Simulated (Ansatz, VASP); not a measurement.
**One calculation of V, two programs**

```xyz
1
Lattice="-1.5130 1.5130 1.5130 1.5130 -1.5130 1.5130 1.5130 1.5130 -1.5130" Properties=species:S:1:pos:R:3 pbc="T T T"
V     0.0000    0.0000    0.0000
```

Alike in both runs: task single point; functional r2SCAN; k mesh 6 × 6 × 6; occupations gaussian, width 0.1 eV; collinear spin.

|  | VASP | Ansatz |
| --- | --- | --- |
| version | VASP 6.6.1 | Ansatz 0.2.0 |
| potentials or method | VASP PAW PBE potentials, release 64 (V_sv), cutoff 550 eV | scalar-relativistic, plane waves, PAW |
| valence electrons in the cell | 13 | 13 |

|  | VASP | Ansatz | Ansatz less VASP |
| --- | --- | --- | --- |
| pressure (GPa) | -4.0 | -4.6 | -0.59 |
| net moment per atom (μB) | 0.78 | 0.78 | 0.000 |
| size of the moment on the site where the two differ most (μB) | 0.66 | 0.63 | -0.031 |

VASP's potentials were made for PBE, not for r2SCAN. Site moments also hang on the region over which each program counts them. Ansatz's warnings: stability check not made.

The k mesh is coarse, so the values compare programs but aren't converged.
